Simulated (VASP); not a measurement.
Write the native input for VASP 6.6.1 that does the following.

```
Task                   : single point
Functional             : LDA
Potentials or basis    : VASP PAW LDA potentials, release 64 (Nb_sv)
Cutoff                 : 500 eV
k mesh                 : 8 × 8 × 8
Occupations            : gaussian, width 0.1 eV
Spin                   : no spin polarisation
Dipole correction      : no
Further INCAR settings : ALGO = Normal; EDIFF = 1e-06; NBANDS = 12
```

The structure of Nb lies in POSCAR:

```
Nb
1.0
    0.0000000000      2.1150000000      2.1150000000
    2.1150000000      0.0000000000      2.1150000000
    2.1150000000      2.1150000000      0.0000000000
Nb
1
Direct
    0.0000000000      0.0000000000      0.0000000000
```

The input as run:

INCAR

```
PREC     = Accurate       # precision mode
ENCUT    = 500            # plane-wave cutoff, eV
EDIFF    = 1E-6           # SCF threshold, eV
ISMEAR   = 0              # smearing method
SIGMA    = 0.1            # smearing width, eV
LREAL    = False          # projectors in reciprocal space
LASPH    = True           # aspherical terms in the spheres
NELM     = 120            # most SCF steps
ALGO     = Normal         # electronic algorithm
ISIF     = 2              # what is computed and relaxed
LWAVE    = False          # write WAVECAR
LCHARG   = True           # write CHGCAR
GGA      = CA             # functional
LELF     = True           # ELF
LVHAR    = True         
NBANDS   = 12             # bands
GGA_COMPAT= False
```

KPOINTS

```
Automatic mesh
0
Gamma
  8 8 8
```

Potentials or basis: VASP PAW LDA potentials, release 64 (Nb_sv).

The run is started by

```console
$ cat potpaw_LDA.64/Nb_sv/POTCAR > POTCAR
$ mpirun -np 1 vasp_std > vasp.out
```

It gave:

| Quantity | Value |
| --- | --- |
| Pressure | -11.1 GPa |

Wall time 15 s on 1 thread of AMD EPYC 7R13, on a shared host, peak memory 0.1 GiB.
